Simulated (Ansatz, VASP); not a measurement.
**LiF in VASP and in Ansatz**

```
CELL_PARAMETERS angstrom
0.00000 1.99960 1.99960
1.99960 0.00000 1.99960
1.99960 1.99960 0.00000
ATOMIC_POSITIONS crystal
Li 0.00000 0.00000 0.00000
F 0.50000 0.50000 0.50000
```

Alike in both runs: functional PBE; dispersion D3(BJ); k mesh 10 × 10 × 10; occupations gaussian, width 0.02 eV; no spin polarisation.

Ansatz relaxed the structure, and its values are those at the end. VASP's run is a single point on that final structure, the one shown.

```csv
,VASP,Ansatz
version,VASP 6.6.1,Ansatz 0.2.0
potentials or method,"VASP PAW PBE potentials, release 64 (Li_sv, F), cutoff 750 eV","scalar-relativistic, plane waves, PAW"
valence electrons in the cell,10,10
```

```csv
,VASP,Ansatz,Ansatz less VASP
gap on the k mesh at the Fermi level (eV),9.27,9.29,+0.017
least direct gap on the mesh (eV),9.27,9.29,+0.017
pressure (GPa),-0.7,0.0,+0.69
```
